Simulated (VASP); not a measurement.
# SnSe in VASP: notebook

SnSe is run at these levels: LDA; tasks: single point.

Program: VASP 6.6.1. These are calculated values, not measurements. Logs are shortened: lines on timing, memory, paths and dates and some standing lists are left out, and cuts for length are marked.

### 1 The cell of the first run

It takes space group Fm-3m (No. 225, cubic). The conventional cell has a = 6.020 Å, b = 6.020 Å, c = 6.020 Å, α = 90.00°, β = 90.00°, γ = 90.00°. Within 4.0 Å of Sn (site symmetry m-3m) lie 6 Se at 3.01 Å. Within 4.0 Å of Se (site symmetry m-3m) lie 6 Sn at 3.01 Å.

### 2 Single point, LDA

File INCAR:

```
SYSTEM = SnSe
PREC = Accurate
ENCUT = 500
EDIFF = 1E-6
ISMEAR = 0
SIGMA = 0.01
LREAL = .False.
LASPH = .True.
NELM = 120
ALGO = Normal
ISIF = 2
LWAVE = .False.
LCHARG = .False.
GGA = CA
NBANDS = 17
GGA_COMPAT = .False.
```

File KPOINTS:

```
regular mesh
0
Gamma
  3 3 3
  0 0 0
```

File POSCAR:

```
SnSe
1.0
    0.0000000000      3.0100000000      3.0100000000
    3.0100000000      0.0000000000      3.0100000000
    3.0100000000      3.0100000000      0.0000000000
Sn Se
1 1
Direct
    0.0000000000      0.0000000000      0.0000000000
    0.5000000000      0.5000000000      0.5000000000
```

Potentials or basis: VASP PAW LDA potentials, release 64 (Sn_d, Se).

Command:

```
$ cat potpaw_LDA.64/Sn_d/POTCAR potpaw_LDA.64/Se/POTCAR > POTCAR
$ mpirun -np 1 vasp_std > vasp.out
```

OUTCAR:

```text
SYSTEM = SnSe
   PREC = Accurate
   ENCUT = 500
   EDIFF = 1E-6
   ISMEAR = 0
   LREAL = .False.
   LASPH = .True.
   NELM = 120
   ISIF = 2
   GGA = CA

 ion  position               nearest neighbor table
   1  0.000  0.000  0.000-   2 3.01   2 3.01   2 3.01   2 3.01   2 3.01   2 3.01
   2  0.500  0.500  0.500-   1 3.01   1 3.01   1 3.01   1 3.01   1 3.01   1 3.01

  LATTYP: Found a face centered cubic cell.
 ALAT       =     6.0200000000

  Lattice vectors:

 A1 = (   0.0000000000,   3.0100000000,   3.0100000000)
 A2 = (   3.0100000000,   0.0000000000,   3.0100000000)
 A3 = (   3.0100000000,   3.0100000000,   0.0000000000)

Analysis of symmetry for initial positions (statically):
=====================================================================
 Subroutine PRICEL returns:
 Original cell was already a primitive cell.

 Routine SETGRP: Setting up the symmetry group for a
 face centered cubic supercell.

 Subroutine GETGRP returns: Found 48 space group operations
 (whereof 48 operations were pure point group operations)
 out of a pool of 48 trial point group operations.

The static configuration has the point symmetry O_h .

Analysis of symmetry for dynamics (positions and initial velocities):
=====================================================================
 Subroutine PRICEL returns:
 Original cell was already a primitive cell.

 Routine SETGRP: Setting up the symmetry group for a
 face centered cubic supercell.

 Subroutine GETGRP returns: Found 48 space group operations
 (whereof 48 operations were pure point group operations)
 out of a pool of 48 trial point group operations.

The dynamic configuration has the point symmetry O_h .

 Subroutine INISYM returns: Found 48 space group operations
 (whereof 48 operations are pure point group operations),
 and found     1 'primitive' translations

----------------------------------------------------------------------------------------

                                     Primitive cell

  volume of cell :      54.5418

  direct lattice vectors                    reciprocal lattice vectors
     0.000000000  3.010000000  3.010000000    -0.166112957  0.166112957  0.166112957
     3.010000000  0.000000000  3.010000000     0.166112957 -0.166112957  0.166112957
     3.010000000  3.010000000  0.000000000     0.166112957  0.166112957 -0.166112957

  length of vectors
     4.256782823  4.256782823  4.256782823     0.287716081  0.287716081  0.287716081

  position of ions in fractional coordinates (direct lattice)
     0.000000000  0.000000000  0.000000000
     0.500000000  0.500000000  0.500000000

  ion indices of the primitive-cell ions
[... 54 lines left out ...]
   EDIFF  = 0.1E-05   stopping-criterion for ELM
   LREAL  =      F    real-space projection
   EDIFFG = 0.1E-04   stopping-criterion for IOM
   NSW    =      0    number of steps for IOM
   IBRION =     -1    ionic relax: 0-MD 1-quasi-New 2-CG
   NFREE  =      0    steps in history (QN), initial steepest desc. (CG)
   ISIF   =      2    stress and relaxation
   ISYM   =      2    0-nonsym 1-usesym 2-fastsym
   POTIM  = 0.5000    time-step for ionic-motion
   TEBEG  =    0.0;   TEEND  =   0.0 temperature during run
   PSTRESS=    0.0 pullay stress
   NELECT =      20.0000    total number of electrons
   NUPDOWN=      -1.0000    fix difference up-down
   EMIN   =  10.00;   EMAX   =-10.00  energy-range for DOS
   EFERMI =   0.00;   METHOD = LEGACY
   ISMEAR =     0;   SIGMA  =   0.01  broadening in eV -4-tet -1-fermi 0-gaus
   EFERMI_NEDOS =   21; number of points for ismear=-14 and -15
   IALGO  =     38    algorithm
   IMIX   =      4    mixing-type and parameters
     AMIX     =   0.40;   BMIX     =  1.00
     AMIX_MAG =   1.60;   BMIX_MAG =  1.00
  volume/ion in A,a.u.               =      27.27       184.03
  Fermi-wavevector in a.u.,A,eV,Ry     =   1.171768  2.214321 18.681350  1.373040
  Thomas-Fermi vector in A             =   2.308207
   LORBIT       =      0    0 simple, 1 ext, 2 COOP (PROOUT), +10 PAW based schemes
   GGA     = CA    functional components
   LHFCALC =     F    Hartree Fock is set to
   AEXX    =    0.0000 exact exchange contribution
   IVDW    =     0    specifies the selected vdW correction
   LEPSILON=     F    determine dielectric tensor
   LRPA    =     F    only Hartree local field effects (RPA)
 non-spin polarized calculation
 Gauss-broadening in eV      SIGMA  =   0.01
  energy-cutoff  :      500.00
  volume of cell :       54.54
 maximum number of plane-waves:      1411
   NGX = 15   NGY = 15   NGZ = 15

 number of electron      20.0000006 magnetization

 Free energy of the ion-electron system (eV)
  ---------------------------------------------------
  ext. energy  EPLUGINS =         0.00000000
  ---------------------------------------------------
  free energy    TOTEN  =        -9.69827072 eV

  energy without entropy =       -9.69827072  energy(sigma->0) =       -9.69827072

 E-fermi :   4.8171     XC(G=0):  -9.8996

 val. band max:        4.7696101371   @ k =   0.3333   0.0000   0.0000
 cond. band min:       6.7468672856   @ k =   0.3333   0.0000   0.0000
 fundamental gap:      1.9772571485
 Fermi energy:         4.8170687268

 k-point     1 :       0.0000    0.0000    0.0000
  band No.  band energies     occupation
      1     -16.1440      2.00000
      2     -16.1440      2.00000
      3     -16.1403      2.00000
      4     -16.1403      2.00000
      5     -16.1403      2.00000
      6      -8.4951      2.00000
[... 57 lines left out ...]
      4     -16.1299      2.00000
      5     -16.1266      2.00000
      6      -7.3430      2.00000
[... 9 lines left out ...]
     16      14.4979      0.00000
     17      16.9317      0.00000

------------------------ aborting loop because EDIFF is reached ----------------------------------------

  FORCE on cell =-STRESS in cart. coord.  units (eV):
  Direction    XX          YY          ZZ          XY          YZ          ZX
  --------------------------------------------------------------------------------------
  -------------------------------------------------------------------------------------
  Total       -1.6368546     -1.6368546     -1.6368546      0.0000000      0.0000000     -0.0000000
  in kB      -48.0829619    -48.0829619    -48.0829619      0.0000000      0.0000000     -0.0000000
  external PRESSURE =     -48.0829619 kB  Pullay stress =       0.0000000 kB

 VOLUME and BASIS-vectors are now :
 -----------------------------------------------------------------------------
  energy-cutoff  :      500.00
  volume of cell :       54.54
      direct lattice vectors                 reciprocal lattice vectors
     0.000000000  3.010000000  3.010000000    -0.166112957  0.166112957  0.166112957
     3.010000000  0.000000000  3.010000000     0.166112957 -0.166112957  0.166112957
     3.010000000  3.010000000  0.000000000     0.166112957  0.166112957 -0.166112957

 POSITION                                       TOTAL-FORCE (eV/Angst)
 -----------------------------------------------------------------------------------
      0.00000      0.00000      0.00000         0.000000      0.000000     -0.000000
      3.01000      3.01000      3.01000        -0.000000     -0.000000      0.000000
 -----------------------------------------------------------------------------------
    total drift:                                0.000000     -0.000000     -0.000000

  FREE ENERGIE OF THE ION-ELECTRON SYSTEM (eV)
  ---------------------------------------------------
  free  energy   TOTEN  =        -9.6982707239 eV

  energy  without entropy=       -9.6982707239  energy(sigma->0) =       -9.69827072
```

stdout:

```text
POSCAR found type information on POSCAR SnSe
 POSCAR found :  2 types and       2 ions
 scaLAPACK will be used
 LDA part: xc-table for (Slater(with rela. corr.)+CA(PZ))
 , standard interpolation
 POSCAR, INCAR and KPOINTS ok, starting setup
 FFT: planning ... GRIDC
 FFT: planning ... GRID_SOFT
 FFT: planning ... GRID
 WAVECAR not read
 entering main loop
```

Wall time 2.6 s (1 thread of Intel Xeon 6975P-C (Granite Rapids), shared host); peak memory 0.15 GiB.

Results:

```
Free energy : -9.6983 eV
Pressure    : -4.8 GPa
```

Caveat: the k points lie up to 0.60 Å⁻¹ apart; this odd mesh misses L, where the gap lies, so gap, dielectric constants and Born charges aren't listed; spin-orbit coupling is left out, which moves the levels of the heavy elements.

### 3 Single point, LDA

File INCAR:

```
SYSTEM = SnSe
ALGO = Normal
EDIFF = 1E-6
ENCUT = 500
GGA_COMPAT = .False.
ISIF = 2
ISMEAR = 0
LASPH = .True.
LCHARG = .True.
LELF = .True.
LREAL = .False.
LVHAR = .True.
LWAVE = .False.
NBANDS = 17
NELM = 120
PREC = Accurate
SIGMA = 0.01
```

File KPOINTS:

```
k-points
0
Gamma
  3 3 3
  0 0 0
```

Changes to POSCAR since step 2:

```diff
@@ -9,2 +9,2 @@
     0.0000000000      0.0000000000      0.0000000000
-    0.5000000000      0.5000000000      0.5000000000
+    0.5083056478      0.4916943522      0.4916943522
```

Potentials or basis: VASP PAW LDA potentials, release 64 (Sn_d, Se).

Command:

```
$ cat potpaw_LDA.64/Sn_d/POTCAR potpaw_LDA.64/Se/POTCAR > POTCAR
$ mpirun -np 1 vasp_std > vasp.out
```

OUTCAR:

```text
SYSTEM = SnSe
   EDIFF = 1E-6
   ENCUT = 500
   ISIF = 2
   ISMEAR = 0
   LASPH = .True.
   LREAL = .False.
   NELM = 120
   PREC = Accurate

 ion  position               nearest neighbor table
   1  0.000  0.000  0.000-   2 2.96   2 3.01   2 3.01   2 3.01   2 3.01   2 3.06
   2  0.508  0.492  0.492-   1 2.96   1 3.01   1 3.01   1 3.01   1 3.01   1 3.06

  LATTYP: Found a face centered cubic cell.
 ALAT       =     6.0200000000

  Lattice vectors:

 A1 = (   0.0000000000,   3.0100000000,   3.0100000000)
 A2 = (   3.0100000000,   0.0000000000,   3.0100000000)
 A3 = (   3.0100000000,   3.0100000000,   0.0000000000)

Analysis of symmetry for initial positions (statically):
=====================================================================
 Subroutine PRICEL returns:
 Original cell was already a primitive cell.

 Routine SETGRP: Setting up the symmetry group for a
 face centered cubic supercell.

 Subroutine GETGRP returns: Found  8 space group operations
 (whereof  8 operations were pure point group operations)
 out of a pool of 48 trial point group operations.

The static configuration has the point symmetry C_4v.
[... 138 lines left out ...]
  free energy    TOTEN  =        -9.69909987 eV

  energy without entropy =       -9.69909987  energy(sigma->0) =       -9.69909987

 E-fermi :   4.8188     XC(G=0):  -9.8991

 val. band max:        4.7680179272   @ k =   0.3333   0.0000   0.0000
 cond. band min:       6.7482849944   @ k =   0.3333   0.0000   0.0000
 fundamental gap:      1.9802670672
 Fermi energy:         4.8187650626

 k-point     1 :       0.0000    0.0000    0.0000
  band No.  band energies     occupation
      1     -16.1419      2.00000
      2     -16.1419      2.00000
      3     -16.1383      2.00000
      4     -16.1380      2.00000
      5     -16.1380      2.00000
      6      -8.4981      2.00000
[... 97 lines left out ...]
      4     -16.1276      2.00000
      5     -16.1243      2.00000
      6      -7.3458      2.00000
[... 9 lines left out ...]
     16      14.4949      0.00000
     17      16.9371      0.00000

------------------------ aborting loop because EDIFF is reached ----------------------------------------

  FORCE on cell =-STRESS in cart. coord.  units (eV):
  Direction    XX          YY          ZZ          XY          YZ          ZX
  --------------------------------------------------------------------------------------
  -------------------------------------------------------------------------------------
  Total       -1.6032674     -1.6373905     -1.6373905      0.0000000      0.0000000     -0.0000000
  in kB      -47.0963286    -48.0987041    -48.0987041      0.0000000      0.0000000     -0.0000000
  external PRESSURE =     -47.7645789 kB  Pullay stress =       0.0000000 kB

 VOLUME and BASIS-vectors are now :
 -----------------------------------------------------------------------------
  energy-cutoff  :      500.00
  volume of cell :       54.54
      direct lattice vectors                 reciprocal lattice vectors
     0.000000000  3.010000000  3.010000000    -0.166112957  0.166112957  0.166112957
     3.010000000  0.000000000  3.010000000     0.166112957 -0.166112957  0.166112957
     3.010000000  3.010000000  0.000000000     0.166112957  0.166112957 -0.166112957

 POSITION                                       TOTAL-FORCE (eV/Angst)
 -----------------------------------------------------------------------------------
      0.00000      0.00000      0.00000         0.032208      0.000000      0.000000
      2.96000      3.01000      3.01000        -0.032208      0.000000      0.000000
 -----------------------------------------------------------------------------------
    total drift:                               -0.000089      0.000000      0.000000

  FREE ENERGIE OF THE ION-ELECTRON SYSTEM (eV)
  ---------------------------------------------------
  free  energy   TOTEN  =        -9.6990998708 eV

  energy  without entropy=       -9.6990998708  energy(sigma->0) =       -9.69909987
```

OSZICAR:

```text
N       E                     dE             d eps       ncg     rms          rms(c)
DAV:   1     0.115335778319E+03    0.11534E+03   -0.94175E+03   220   0.135E+03
DAV:   2     0.137451385706E+01   -0.11396E+03   -0.11092E+03   229   0.308E+02
DAV:   3    -0.961502723006E+01   -0.10990E+02   -0.10904E+02   266   0.886E+01
DAV:   4    -0.986526458690E+01   -0.25024E+00   -0.25005E+00   219   0.141E+01
DAV:   5    -0.987353504928E+01   -0.82705E-02   -0.82700E-02   278   0.251E+00    0.378E+00
DAV:   6    -0.970678132716E+01    0.16675E+00   -0.41510E-01   291   0.405E+00    0.233E+00
DAV:   7    -0.970067624717E+01    0.61051E-02   -0.59611E-02   228   0.119E+00    0.102E+00
DAV:   8    -0.969921935130E+01    0.14569E-02   -0.60301E-03   227   0.617E-01    0.751E-02
DAV:   9    -0.969909972247E+01    0.11963E-03   -0.90054E-04   284   0.208E-01    0.394E-02
DAV:  10    -0.969909925322E+01    0.46924E-06   -0.71328E-05   231   0.576E-02    0.610E-03
DAV:  11    -0.969909987083E+01   -0.61760E-06   -0.48632E-06   235   0.140E-02
   1 F= -.96990999E+01 E0= -.96990999E+01  d E =-.109367E-13
```

Wall time 3.7 s (1 thread of Intel Xeon 6975P-C (Granite Rapids), shared host); peak memory 0.14 GiB.

Results:

| Quantity | Value |
| --- | --- |
| Free energy | -9.6991 eV |
| Pressure | -4.8 GPa |
| Largest force | 0.032 eV/Å |
| Band gap on the k mesh | 1.98 eV, direct |

Forces on the atoms (eV/Å):
```
Sn   0.032  0.000  0.000
Se  -0.032  0.000  0.000
```

Caveat: the k points lie up to 0.60 Å⁻¹ apart; spin-orbit coupling is left out, which moves the levels of the heavy elements.

### 4 Single point, LDA

File INCAR:

```
PREC = Accurate ; ENCUT = 500
EDIFF = 1E-6 ; ISMEAR = 0
SIGMA = 0.01 ; LREAL = False
LASPH = True ; NELM = 120
ALGO = Normal ; ISIF = 2
LWAVE = False ; LCHARG = True
GGA = CA ; LELF = True
LVHAR = True ; NBANDS = 17
GGA_COMPAT = False
```

File KPOINTS:

```
Automatic mesh
0
Gamma
  3 3 3
```

Changes to POSCAR since step 3:

```diff
@@ -9,2 +9,2 @@
     0.0000000000      0.0000000000      0.0000000000
-    0.5083056478      0.4916943522      0.4916943522
+    0.5041528239      0.4958471761      0.4958471761
```

Command:

```
$ cat potpaw_LDA.64/Sn_d/POTCAR potpaw_LDA.64/Se/POTCAR > POTCAR
$ mpirun -np 1 vasp_std > vasp.out
```

Run time: 3.7 s. Hardware: 1 thread of Intel Xeon 6975P-C (Granite Rapids), shared host; peak memory 0.15 GiB.

It converged, with:

- Free energy: -9.6985 eV
- Pressure: -4.8 GPa
- Largest force: 0.017 eV/Å
- Band gap on the k mesh: 1.98 eV, direct

Forces in eV/Å, atoms in the order of the input:
```
Sn   0.017  0.000  0.000
Se  -0.017  0.000  0.000
```

Levels at points of the mesh, in eV from the valence-band top:
```
           k point  band 7  band 8  band 9  band 10  band 11  band 12  band 13  band 14
(0.00, 0.00, 0.00)   -4.57   -1.56   -1.56    -1.56     4.84     4.84     4.85     6.51
```

Caveat: the k points lie up to 0.60 Å⁻¹ apart; spin-orbit coupling is left out, which moves the levels of the heavy elements. A k mesh can miss the band edges.

### 5 Single point, LDA

File INCAR:

```
SYSTEM = SnSe
PREC = Accurate
ENCUT = 500
EDIFF = 1E-6
ISMEAR = 0
SIGMA = 0.01
LREAL = .False.
LASPH = .True.
NELM = 120
ALGO = Normal
ISIF = 2
LWAVE = .False.
LCHARG = .False.
GGA = CA
NBANDS = 17
GGA_COMPAT = .False.
```

File KPOINTS:

```
regular mesh
0
Gamma
  3 3 3
  0 0 0
```

Changes to POSCAR since step 4:

```diff
@@ -9,2 +9,2 @@
     0.0000000000      0.0000000000      0.0000000000
-    0.5041528239      0.4958471761      0.4958471761
+    0.4958471761      0.5041528239      0.5041528239
```

Command:

```
$ cat potpaw_LDA.64/Sn_d/POTCAR potpaw_LDA.64/Se/POTCAR > POTCAR
$ mpirun -np 1 vasp_std > vasp.out
```

Run time: 3.2 s. Hardware: 1 thread of Intel Xeon 6975P-C (Granite Rapids), shared host; peak memory 0.14 GiB.

It converged, with:

```
Free energy            : -9.6985 eV
Pressure               : -4.8 GPa
Largest force          : 0.017 eV/Å
Band gap on the k mesh : 1.98 eV, direct
```

Forces on the atoms (eV/Å):
```
Sn  -0.017  0.000  0.000
Se   0.017  0.000  0.000
```

Levels at points of the mesh, in eV from the valence-band top:
```tsv
k point	band 6	band 7	band 8	band 9	band 10	band 11	band 12	band 13	band 14	band 15
(0.00, 0.00, 0.00)	-13.26	-4.57	-1.56	-1.56	-1.56	4.84	4.84	4.85	6.51	6.51
```

Caveat: the k points lie up to 0.60 Å⁻¹ apart; spin-orbit coupling is left out, which moves the levels of the heavy elements. A k mesh can miss the band edges.

### 6 Single point, LDA

File INCAR:

```
SYSTEM = SnSe
PREC = Accurate
ENCUT = 500
EDIFF = 1E-6
ISMEAR = 0
SIGMA = 0.01
LREAL = .FALSE.
LASPH = .TRUE.
NELM = 120
ALGO = Normal
ISIF = 2
LWAVE = .FALSE.
LCHARG = .TRUE.
GGA = CA
LELF = .TRUE.
LVHAR = .TRUE.
NBANDS = 17
GGA_COMPAT = .FALSE.
```

File KPOINTS:

```
Automatic mesh
0
G
  3 3 3
  0 0 0
```

Changes to POSCAR since step 5:

```diff
@@ -9,2 +9,2 @@
     0.0000000000      0.0000000000      0.0000000000
-    0.4958471761      0.5041528239      0.5041528239
+    0.4916943522      0.5083056478      0.5083056478
```

Potentials or basis: VASP PAW LDA potentials, release 64 (Sn_d, Se).

Command:

```
$ cat potpaw_LDA.64/Sn_d/POTCAR potpaw_LDA.64/Se/POTCAR > POTCAR
$ mpirun -np 1 vasp_std > vasp.out
```

Run time: 3.7 s. Hardware: 1 thread of Intel Xeon 6975P-C (Granite Rapids), shared host; peak memory 0.15 GiB.

Results (log left out):

* Free energy: -9.6991 eV
* Pressure: -4.8 GPa
* Largest force: 0.032 eV/Å
* Band gap on the k mesh: 1.98 eV, direct

Forces on the atoms (eV/Å):
```
Sn  -0.032  0.000  0.000
Se   0.032  0.000  0.000
```

Stress tensor (GPa, compression positive):
```
-4.71  0.00  0.00
 0.00 -4.81  0.00
 0.00  0.00 -4.81
```

Levels at points of the mesh, in eV from the valence-band top:
| k point | band 7 | band 8 | band 9 | band 10 | band 11 | band 12 | band 13 | band 14 |
| --- | --- | --- | --- | --- | --- | --- | --- | --- |
| (0.00, 0.00, 0.00) | -4.56 | -1.56 | -1.55 | -1.55 | 4.83 | 4.83 | 4.86 | 6.51 |

Caveat: the k points lie up to 0.60 Å⁻¹ apart; spin-orbit coupling is left out, which moves the levels of the heavy elements. A k mesh can miss the band edges.
